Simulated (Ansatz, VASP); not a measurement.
# Te: VASP beside Ansatz

```
CELL_PARAMETERS angstrom
4.47126 0.00000 0.00000
-2.23563 3.87222 0.00000
0.00000 0.00000 5.94875
ATOMIC_POSITIONS crystal
Te 0.26419 0.00000 0.33333
Te 0.00000 0.26419 0.66667
Te 0.73581 0.73581 0.00000
```

Alike in both runs: task single point; functional HSE06; k mesh 6 × 6 × 2; no spin polarisation.

```csv
,VASP,Ansatz
version,VASP 6.6.1,Ansatz 0.2.0
potentials or method,"VASP PAW PBE potentials, release 64 (Te)","plane waves, PAW"
plane-wave cutoff (eV),520,420
occupations,"gaussian, width 0.01 eV",fixed
valence electrons in the cell,18,48
```

VASP gave:

* gap on the k mesh at the Fermi level (eV): 0.58
* pressure (GPa): -0.8
* traceless stress, the component that is largest in VASP (GPa): -0.58
* rms of the force components (eV/Å): 0.144

What did Ansatz give for the same quantities?

gap on the k mesh at the Fermi level (eV): 0.63; pressure (GPa): -0.3; traceless stress, the component that is largest in VASP (GPa): -0.42; rms of the force components (eV/Å): 0.127.

Atom by atom the forces differ by 0.017 eV/Å (rms over components). VASP's potentials hold 18 valence electrons a cell and Ansatz's 48, so a difference there can come from the potentials and not from the codes. Ansatz's warnings: stress exchange threshold loose, stress scf threshold loose.

The k mesh is coarse, so the values compare programs but aren't converged. Neither program's run includes spin-orbit coupling.
